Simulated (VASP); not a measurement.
# LiTa4O (P-6m2) in VASP: notebook

LiTa4O is run at these levels: PBE; tasks: relaxation of cell and atoms, single point.

Everything below comes from runs of VASP 6.6.1. Logs are shortened: lines on timing, memory, paths and dates and some standing lists are left out, and cuts for length are marked.

**1. The cell of the first run**

It takes space group P-6m2 (No. 187, hexagonal). Conventional cell: a = 2.858 Å, b = 2.858 Å, c = 11.328 Å, α = 90.00°, β = 90.00°, γ = 120.00°. Within 2.9 Å of Li (site symmetry -6m2) lie 6 Ta at 2.19 Å and 6 Li at 2.86 Å. Ta (site symmetry 3m) has 3 Li at 2.19 Å and 7 Ta at 2.86 to 2.89 Å within 2.9 Å. Ta (site symmetry 3m) has 3 O at 2.16 Å and 7 Ta at 2.78 to 2.86 Å within 2.9 Å. Within 2.9 Å of O (site symmetry -6m2) lie 6 Ta at 2.16 Å and 6 O at 2.86 Å.

The cell was generated, and may not be a known phase.

**2. Relaxation of cell and atoms, PBE**

INCAR

```
PREC     = Accurate       # precision mode
ENCUT    = 600            # plane-wave cutoff, eV
EDIFF    = 1E-7           # SCF threshold, eV
ISMEAR   = 0              # smearing method
SIGMA    = 0.1            # smearing width, eV
LREAL    = F              # projectors in reciprocal space
LASPH    = T              # aspherical terms in the spheres
NELM     = 80             # most SCF steps
ALGO     = Normal         # electronic algorithm
ISIF     = 3              # what is computed and relaxed
LWAVE    = F              # write WAVECAR
LCHARG   = F              # write CHGCAR
GGA      = PE             # functional
IBRION   = 2              # ionic algorithm
NSW      = 90             # ionic steps
EDIFFG   = -0.04          # ionic threshold
```

KPOINTS

```
Automatic mesh
0
Gamma
  6 6 2
```

POSCAR

```
LiTa4O
1.0
    2.8583504100      0.0000000000      0.0000000000
   -1.4291752000      2.4754040600      0.0000000000
    0.0000000000      0.0000000000     11.3282198900
Li Ta O
1 4 1
Direct
    0.0000000000      0.0000000000      0.5000000000
    0.6666666700      0.3333333300      0.6276410200
    0.0000000000      0.0000000000      0.8771510100
    0.0000000000      0.0000000000      0.1228489900
    0.6666666700      0.3333333300      0.3723589800
    0.6666666700      0.3333333300      0.0000000000
```

Potentials or basis: VASP PAW PBE potentials, release 64 (Li_sv, Ta_pv, O).

Started as:

```sh
> cat potpaw_PBE.64/Li_sv/POTCAR potpaw_PBE.64/Ta_pv/POTCAR potpaw_PBE.64/O/POTCAR > POTCAR
> mpirun -np 1 vasp_std > vasp.out
```

OUTCAR:

```text
PREC = Accurate
   ENCUT = 600
   EDIFF = 1E-7
   ISMEAR = 0
   LREAL = F
   LASPH = T
   NELM = 80
   ISIF = 3
   GGA = PE
   IBRION = 2
   NSW = 90
   EDIFFG = -0.04

 ion  position               nearest neighbor table
   1  0.000  0.000  0.500-   2 2.19   5 2.19   2 2.19   5 2.19   2 2.19   5 2.19
   2  0.667  0.333  0.628-   1 2.19   1 2.19   1 2.19   5 2.89   3 3.27   3 3.27   3 3.27
   3  0.000  0.000  0.877-   6 2.16   6 2.16   6 2.16   4 2.78   2 3.27   2 3.27   2 3.27
   4  0.000  0.000  0.123-   6 2.16   6 2.16   6 2.16   3 2.78   5 3.27   5 3.27   5 3.27
   5  0.667  0.333  0.372-   1 2.19   1 2.19   1 2.19   2 2.89   4 3.27   4 3.27   4 3.27
   6  0.667  0.333  0.000-   3 2.16   4 2.16   3 2.16   4 2.16   3 2.16   4 2.16

  LATTYP: Found a hexagonal cell.
 ALAT       =     2.8583504100
 C/A-ratio  =     3.9632019400

  Lattice vectors:

 A1 = (   2.8583504100,   0.0000000000,   0.0000000000)
 A2 = (  -1.4291752000,   2.4754040600,   0.0000000000)
 A3 = (   0.0000000000,   0.0000000000,  11.3282198900)

Analysis of symmetry for initial positions (statically):
=====================================================================
 Subroutine PRICEL returns:
 Original cell was already a primitive cell.

 Routine SETGRP: Setting up the symmetry group for a
 hexagonal supercell.

 Subroutine GETGRP returns: Found 12 space group operations
 (whereof 12 operations were pure point group operations)
 out of a pool of 24 trial point group operations.

The static configuration has the point symmetry D_3h.

Analysis of symmetry for dynamics (positions and initial velocities):
=====================================================================
 Subroutine PRICEL returns:
 Original cell was already a primitive cell.

 Routine SETGRP: Setting up the symmetry group for a
 hexagonal supercell.

 Subroutine GETGRP returns: Found 12 space group operations
 (whereof 12 operations were pure point group operations)
 out of a pool of 24 trial point group operations.

The dynamic configuration has the point symmetry D_3h.

 Subroutine INISYM returns: Found 12 space group operations
 (whereof 12 operations are pure point group operations),
 and found     1 'primitive' translations

----------------------------------------------------------------------------------------

                                     Primitive cell

  volume of cell :      80.1536

  direct lattice vectors                    reciprocal lattice vectors
     2.858350410  0.000000000  0.000000000     0.349852137  0.201987226  0.000000000
    -1.429175200  2.475404060  0.000000000     0.000000000  0.403974453  0.000000000
     0.000000000  0.000000000 11.328219890     0.000000000  0.000000000  0.088275123

  length of vectors
     2.858350410  2.858350401 11.328219890     0.403974451  0.403974453  0.088275123

  position of ions in fractional coordinates (direct lattice)
     0.000000000  0.000000000  0.500000000
     0.666666670  0.333333330  0.627641020
     0.000000000  0.000000000  0.877151010
     0.000000000  0.000000000  0.122848990
     0.666666670  0.333333330  0.372358980
     0.666666670  0.333333330  0.000000000

  ion indices of the primitive-cell ions
   primitive index   ion index
                 1           1
                 2           2
                 3           3
                 4           4
                 5           5
                 6           6

----------------------------------------------------------------------------------------

 KPOINTS: Automatic mesh

Automatic generation of k-mesh.
 Grid dimensions read from file:
 generate k-points for:    6    6    2

 Generating k-lattice:

  Cartesian coordinates                     Fractional coordinates (reciprocal lattice)
     0.058308690  0.033664538  0.000000000     0.166666667  0.000000000  0.000000000
     0.000000000  0.067329075  0.000000000     0.000000000  0.166666667  0.000000000
     0.000000000  0.000000000  0.044137561     0.000000000  0.000000000  0.500000000

  Length of vectors
     0.067329075  0.067329075  0.044137561

  Shift w.r.t. Gamma in fractional coordinates (k-lattice)
     0.000000000  0.000000000  0.000000000

 Subroutine IBZKPT returns following result:
 ===========================================

 Found     14 irreducible k-points:

 Following reciprocal coordinates:
            Coordinates               Weight
  0.000000  0.000000  0.000000      1.000000
  0.166667 -0.000000  0.000000      6.000000
  0.333333 -0.000000  0.000000      6.000000
  0.500000 -0.000000  0.000000      3.000000
  0.166667  0.166667  0.000000      6.000000
  0.333333  0.166667  0.000000     12.000000
  0.333333  0.333333  0.000000      2.000000
  0.000000  0.000000  0.500000      1.000000
  0.166667 -0.000000  0.500000      6.000000
  0.333333 -0.000000  0.500000      6.000000
  0.500000 -0.000000  0.500000      3.000000
  0.166667  0.166667  0.500000      6.000000
  0.333333  0.166667  0.500000     12.000000
  0.333333  0.333333  0.500000      2.000000
   k-points           NKPTS =     14   k-points in BZ     NKDIM =     14   number of bands    NBANDS=     31
   number of dos      NEDOS =    301   number of ions     NIONS =      6
   total plane-waves  NPLWV =  55296
   dimension x,y,z NGX =    24 NGY =   24 NGZ =   96
   dimension x,y,z NGXF=    48 NGYF=   48 NGZF=  192
   ions per type =               1   4   1
   NGX,Y,Z   is equivalent  to a cutoff of  13.96, 13.96, 14.09 a.u.
   NGXF,Y,Z  is equivalent  to a cutoff of  27.92, 27.92, 28.18 a.u.
 SYSTEM =  unknown system
   PREC   = accura    normal or accurate (medium, high low for compatibility)
   ISTART =      0    job   : 0-new  1-cont  2-samecut
   ICHARG =      2    charge: 1-file 2-atom 10-const
   ISPIN  =      1    spin polarized calculation?
   LNONCOLLINEAR =      F non collinear calculations
   LSORBIT =      F    spin-orbit coupling
   LASPH  =      T    aspherical Exc in radial PAW
   ENCUT  =  600.0 eV  44.10 Ry    6.64 a.u.   5.71  5.71 22.63*2*pi/ulx,y,z
   NELM   =     80;   NELMIN=  2; NELMDL= -5     # of ELM steps
   EDIFF  = 0.1E-06   stopping-criterion for ELM
   LREAL  =      F    real-space projection
   EDIFFG = -.4E-01   stopping-criterion for IOM
   NSW    =     90    number of steps for IOM
   IBRION =      2    ionic relax: 0-MD 1-quasi-New 2-CG
   NFREE  =      1    steps in history (QN), initial steepest desc. (CG)
   ISIF   =      3    stress and relaxation
   ISYM   =      2    0-nonsym 1-usesym 2-fastsym
   POTIM  = 0.5000    time-step for ionic-motion
   TEBEG  =    0.0;   TEEND  =   0.0 temperature during run
   PSTRESS=    0.0 pullay stress
   NELECT =      53.0000    total number of electrons
   NUPDOWN=      -1.0000    fix difference up-down
   EMIN   =  10.00;   EMAX   =-10.00  energy-range for DOS
   EFERMI =   0.00;   METHOD = LEGACY
   ISMEAR =     0;   SIGMA  =   0.10  broadening in eV -4-tet -1-fermi 0-gaus
   EFERMI_NEDOS =   21; number of points for ismear=-14 and -15
   IALGO  =     38    algorithm
   IMIX   =      4    mixing-type and parameters
     AMIX     =   0.40;   BMIX     =  1.00
     AMIX_MAG =   1.60;   BMIX_MAG =  1.00
  volume/ion in A,a.u.               =      13.36        90.15
  Fermi-wavevector in a.u.,A,eV,Ry     =   1.426239  2.695201 27.676404  2.034158
  Thomas-Fermi vector in A             =   2.546538
   LORBIT       =      0    0 simple, 1 ext, 2 COOP (PROOUT), +10 PAW based schemes
   GGA     = PE    functional components
   LHFCALC =     F    Hartree Fock is set to
   AEXX    =    0.0000 exact exchange contribution
   IVDW    =     0    specifies the selected vdW correction
   LEPSILON=     F    determine dielectric tensor
   LRPA    =     F    only Hartree local field effects (RPA)
 conjugate gradient relaxation of ions
 non-spin polarized calculation
 Gauss-broadening in eV      SIGMA  =   0.10
  energy-cutoff  :      600.00
  volume of cell :       80.15
 maximum number of plane-waves:      2696
 NGX is ok and might be reduce to    24
   NGX = 11   NGY = 11   NGZ = 45

--------------------------------------- Ionic step        1  -------------------------------------------

 number of electron      52.9999994 magnetization

 Free energy of the ion-electron system (eV)
  ---------------------------------------------------
  ext. energy  EPLUGINS =         0.00000000
  ---------------------------------------------------
  free energy    TOTEN  =       -50.34756963 eV

  energy without entropy =      -50.30409605  energy(sigma->0) =      -50.32583284

------------------------ aborting loop because EDIFF is reached ----------------------------------------

  FORCE on cell =-STRESS in cart. coord.  units (eV):
  Direction    XX          YY          ZZ          XY          YZ          ZX
  --------------------------------------------------------------------------------------
  -------------------------------------------------------------------------------------
  Total       15.0607042     15.0607041     19.9444225      0.0000000      0.0000000      0.0000000
  in kB      301.0458348    301.0458328    398.6656430      0.0000006      0.0000000      0.0000000
  external PRESSURE =     333.5857702 kB  Pullay stress =       0.0000000 kB
[... 101 lines left out ...]
  FREE ENERGIE OF THE ION-ELECTRON SYSTEM (eV)
  ---------------------------------------------------
  free  energy   TOTEN  =       -53.6383266222 eV

  energy  without entropy=      -53.6019419248  energy(sigma->0) =      -53.62013427

[... ionic steps 4 to 12 ...]

--------------------------------------- Ionic step       13  -------------------------------------------

 number of electron      53.0000004 magnetization

------------------------ aborting loop because EDIFF is reached ----------------------------------------

  FORCE on cell =-STRESS in cart. coord.  units (eV):
  Direction    XX          YY          ZZ          XY          YZ          ZX
  --------------------------------------------------------------------------------------
  -------------------------------------------------------------------------------------
  Total       -0.0604674     -0.0604674      0.0374220     -0.0000000      0.0000000      0.0000000
  in kB       -1.0032976     -1.0032976      0.6209193     -0.0000000      0.0000000      0.0000000
  external PRESSURE =      -0.4618920 kB  Pullay stress =       0.0000000 kB
[... 65 lines left out ...]
  energy  without entropy=      -56.0760655551  energy(sigma->0) =      -56.09188823

--------------------------------------- Ionic step       15  -------------------------------------------

 number of electron      53.0000005 magnetization

 Free energy of the ion-electron system (eV)
  ---------------------------------------------------
  ext. energy  EPLUGINS =         0.00000000
  ---------------------------------------------------
  free energy    TOTEN  =       -56.10810263 eV

  energy without entropy =      -56.07631164  energy(sigma->0) =      -56.09220714

 E-fermi :   5.1955     XC(G=0): -11.6525

 val. band max:        5.1688255117   @ k =   0.1667  -0.0000   0.0000
 cond. band min:       5.2294201425   @ k =   0.3333  -0.0000   0.0000
 fundamental gap:      0.0605946308
 Fermi energy:         5.1955319885

 k-point     1 :       0.0000    0.0000    0.0000
  band No.  band energies     occupation
      1     -40.3102      2.00000
      2     -29.9908      2.00000
      3     -29.7255      2.00000
      4     -29.0320      2.00000
      5     -29.0320      2.00000
      6     -29.0142      2.00000
[... 498 lines left out ...]
  FREE ENERGIE OF THE ION-ELECTRON SYSTEM (eV)
  ---------------------------------------------------
  free  energy   TOTEN  =       -56.1081026336 eV

  energy  without entropy=      -56.0763116414  energy(sigma->0) =      -56.09220714

 reached required accuracy - stopping structural energy minimisation
```

Run time: 19 min. Hardware: 1 thread of Intel Xeon 8259CL, shared host; peak memory 0.26 GiB.

Results:

- Free energy: -56.1081 eV
- Relaxed volume: 16.10 Å³/atom
- Relaxed cell: a = 2.889 Å, b = 2.889 Å, c = 13.363 Å, α = 90.00°, β = 90.00°, γ = 120.00°
- Space group after relaxing (to 0.1 Å): P-6m2 (No. 187)
- Energy gained by relaxing: 960.1 meV/atom
- Ionic steps: 15
- Pressure after relaxing: 0.0 GPa
- Largest force after relaxing: 0.036 eV/Å
- Band gap on the k mesh: zero (an odd number of electrons rules out a gap without spin polarisation)

Forces in eV/Å, atoms in the order of the input:
```
Li   0.000  0.000  0.000
Ta   0.000  0.000  0.036
Ta   0.000  0.000  0.022
Ta   0.000  0.000 -0.022
Ta   0.000  0.000 -0.036
O    0.000  0.000  0.000
```

Step by step:
```
step  energy change (eV)  largest force (eV/Å)  pressure (GPa)  volume (Å³)
   1              0.0000                7.4559           33.36        80.15
   2             -1.5935                2.1101          -26.47       116.90
   3             -3.2908                3.2648          -13.29        98.35
   4             -3.3015                3.3639          -11.96        97.31
   5             -4.6835                1.9336            3.76        89.32
   6             -4.6935                2.1850            5.65        88.66
   7             -5.2786                1.5684            1.92        91.81
   8             -5.6644                0.3977           -2.16        97.68
   9             -5.6685                0.5494           -1.81        96.93
  10             -5.7412                0.1800            3.34        94.93
  11             -5.7518                0.0235            1.83        95.45
  12             -5.7469                0.1226           -2.29        97.99
  13             -5.7601                0.0674           -0.05        96.56
  14             -5.7601                0.0665           -0.02        96.54
  15             -5.7605                0.0365            0.01        96.58
```

Final structure:
```xyz
6
Lattice="2.8888 0.0000 0.0000 -1.4444 2.5018 0.0000 0.0000 0.0000 13.3635" Properties=species:S:1:pos:R:3 pbc="T T T"
Li    0.0000    0.0000    6.6817
Ta    1.4444    0.8339    9.2699
Ta    0.0000    0.0000   11.8017
Ta    0.0000    0.0000    1.5618
Ta    1.4444    0.8339    4.0935
O     1.4444    0.8339    0.0000
```

Caveat: the k points lie up to 0.42 Å⁻¹ apart in the final cell, too coarse for converged energies and pressures of a metal; the cutoff is under 1.25 times the usual one of these potentials, so pressure, stress and relaxed cells hold a basis-set (Pulay) error; the volume moved by over 15 % at a fixed basis, so the end points are rough; spin-orbit coupling is left out, which moves the levels of the heavy elements.

**3. Single point, PBE**

This run uses another cell than the first one, of 16.14 Å³/atom.

INCAR

```
PREC     = Accurate       # precision mode
ENCUT    = 520            # plane-wave cutoff, eV
EDIFF    = 1E-7           # SCF threshold, eV
ISMEAR   = 0              # smearing method
SIGMA    = 0.1            # smearing width, eV
LREAL    = False          # projectors in reciprocal space
LASPH    = True           # aspherical terms in the spheres
NELM     = 60             # most SCF steps
ALGO     = Normal         # electronic algorithm
ISIF     = 2              # what is computed and relaxed
LWAVE    = False          # write WAVECAR
LCHARG   = False          # write CHGCAR
GGA      = PE             # functional
NBANDS   = 36             # bands
```

KPOINTS

```
Automatic mesh
0
Gamma
  12 12 4
```

POSCAR

```
LiTa4O
1.0
    2.8874340546      0.0000000000      0.0000000000
   -1.4437170273      2.5005912430      0.0000000000
    0.0000000000      0.0000000000     13.4082377294
Li Ta O
1 4 1
Direct
    0.0000000000      0.0000000000      0.5000000000
    0.6666666667      0.3333333333      0.6947823514
    0.0000000000      0.0000000000      0.8834392677
    0.0000000000      0.0000000000      0.1165607323
    0.6666666667      0.3333333333      0.3052176486
    0.6666666667      0.3333333333      0.0000000000
```

Potentials or basis: VASP PAW PBE potentials, release 64 (Li_sv, Ta_pv, O).

Started as:

```sh
> cat potpaw_PBE.64/Li_sv/POTCAR potpaw_PBE.64/Ta_pv/POTCAR potpaw_PBE.64/O/POTCAR > POTCAR
> mpirun -np 1 vasp_std > vasp.out
```

It took 6.3 min on 1 thread of Intel Xeon 8259CL, shared host; peak memory 0.34 GiB.

It converged, with:

```
Free energy            : -56.1961 eV
Largest force          : 0.041 eV/Å
Band gap on the k mesh : zero (an odd number of electrons rules out a gap without spin polarisation)
```

Forces on the atoms (eV/Å):
```
Li   0.000  0.000  0.000
Ta   0.000  0.000  0.002
Ta   0.000  0.000 -0.041
Ta   0.000  0.000  0.041
Ta   0.000  0.000 -0.002
O    0.000  0.000  0.000
```

Levels at points of the mesh, in eV from the Fermi level:
```tsv
k point	band 25	band 26	band 27	band 28	band 29	band 30
(0.00, 0.00, 0.00)	-0.53	0.11	0.11	0.67	0.67	0.90
(0.50, 0.00, 0.00)	-0.38	0.45	0.72	1.09	1.51	1.98
(0.00, 0.00, 0.50)	-0.56	0.11	0.11	0.67	0.67	0.90
(0.50, 0.00, 0.50)	-0.68	0.63	0.68	0.94	1.50	2.01
```

Caveat: the cutoff is under 1.25 times the usual one of these potentials, so pressure, stress and relaxed cells hold a basis-set (Pulay) error; spin-orbit coupling is left out, which moves the levels of the heavy elements.

The gap in the log of VASP goes by the Fermi energy; the results here count the filled bands.